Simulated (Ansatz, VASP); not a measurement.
One calculation of BN, two programs

Contents of POSCAR:

```
BN
1.0
    0.0000000000      1.8048245542      1.8048245542
    1.8048245542      0.0000000000      1.8048245542
    1.8048245542      1.8048245542      0.0000000000
B N
1 1
Direct
    0.0000000000      0.0000000000      0.0000000000
    0.2500000000      0.2500000000      0.2500000000
```

Contents of INCAR.step1:

```
SYSTEM = BN
  PREC = Accurate
  ENCUT = 520
  EDIFF = 1E-5
  ISMEAR = 0
  SIGMA = 0.01
  LREAL = .FALSE.
  LASPH = .TRUE.
  NELM = 100
  ALGO = Normal
  ISIF = 2
  LWAVE = .TRUE.
  GGA = PE
  NBANDS = 11
```

File INCAR.step2:

```
SYSTEM = BN
  PREC = Accurate
  ENCUT = 520
  EDIFF = 1E-7
  ISMEAR = 0
  SIGMA = 0.01
  LREAL = .FALSE.
  LASPH = .TRUE.
  NELM = 100
  ALGO = Normal
  ISIF = 2
  LWAVE = .FALSE.
  LCHARG = .TRUE.
  GGA = PE
  LHFCALC = .TRUE.
  HFSCREEN = 0.2079
  PRECFOCK = Normal
  LELF = .TRUE.
  LVHAR = .TRUE.
  ISTART = 1
  NBANDS = 11
```

The input KPOINTS:

```
regular mesh
0
G
  6 6 6
  0 0 0
```

Input for Ansatz:

```yaml
crystal:
  lattice:
    - [0.0, 1.8048245542, 1.8048245542]
    - [1.8048245542, 0.0, 1.8048245542]
    - [1.8048245542, 1.8048245542, 0.0]
  atoms:
    - { symbol: B, position: [0.0, 0.0, 0.0] }
    - { symbol: "N", position: [0.25, 0.25, 0.25] }
kpoints:
  mp_grid: { grid: [6, 6, 6] }
hamiltonian:
  xc: hse06
scf:
  occupations: { method: fixed }
  n_extra_bands: 4
output:
  forces: true
  stress: true
  eigenvalues: true
```

Alike in both runs: task single point; functional HSE06; k mesh 6 × 6 × 6; no spin polarisation.

```csv
,VASP,Ansatz
version,VASP 6.6.1,Ansatz 0.2.0
potentials or method,"VASP PAW PBE potentials, release 64 (B, N)","plane waves, PAW"
plane-wave cutoff (eV),520,420
occupations,"gaussian, width 0.01 eV",fixed
valence electrons in the cell,8,8
```

VASP gave:

| Item | Value |
| --- | --- |
| gap on the k mesh at the Fermi level (eV) | 5.78 |
| pressure (GPa) | -3.9 |

Question: Which values does Ansatz return?

Answer: gap on the k mesh at the Fermi level (eV): 5.80; pressure (GPa): -4.4.

Ansatz's warnings: stress exchange threshold loose, stress scf threshold loose.

The k mesh is coarse, so the values compare programs but aren't converged.
